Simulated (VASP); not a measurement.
Set up this calculation in VASP 6.6.1, as the native input.

```
Task                   : single point
Functional             : PBEsol
Potentials or basis    : VASP PAW PBE potentials, release 64 (Ca_sv)
Cutoff                 : 520 eV
k mesh                 : 9 × 9 × 9
Occupations            : fermi-dirac, width 0.05 eV
Spin                   : no spin polarisation
Dipole correction      : no
Further INCAR settings : ALGO = Normal; EDIFF = 1e-07; NBANDS = 17
```

The structure of Ca lies in POSCAR:

```
Ca
1.0
    0.0000000000      4.2113832702      4.2113832702
    4.2113832702      0.0000000000      4.2113832702
    4.2113832702      4.2113832702      0.0000000000
Ca
2
Direct
   -0.1250000000     -0.1250000000     -0.1250000000
    0.1250000000      0.1250000000      0.1250000000
```

This isn't the form of Ca at room conditions, which is fcc.

The input as run:

INCAR

```
SYSTEM = Ca
ALGO = Normal ; EDIFF = 1E-7
ENCUT = 520 ; GGA = PS
ISIF = 2 ; ISMEAR = -1
LASPH = .TRUE. ; LCHARG = .FALSE.
LREAL = .FALSE. ; LWAVE = .FALSE.
NBANDS = 17 ; NELM = 60
PREC = Accurate ; SIGMA = 0.05
```

KPOINTS

```
k-points
0
G
  9 9 9
  0 0 0
```

Potentials or basis: VASP PAW PBE potentials, release 64 (Ca_sv).

Command:

```console
$ cat potpaw_PBE.64/Ca_sv/POTCAR > POTCAR
$ mpirun -np 1 vasp_std > vasp.out
```

Results of the run:

The pressure is 0.0 GPa. The band gap on the k mesh is zero (bands 10 and 11 overlap by 0.83 eV).

Caveat: the PAW data sets were made with another functional, which shifts forces and pressure a little.

Wall time 79 s on 1 thread of AMD EPYC 9R14 (Zen 4), on a shared host, peak memory 0.3 GiB.
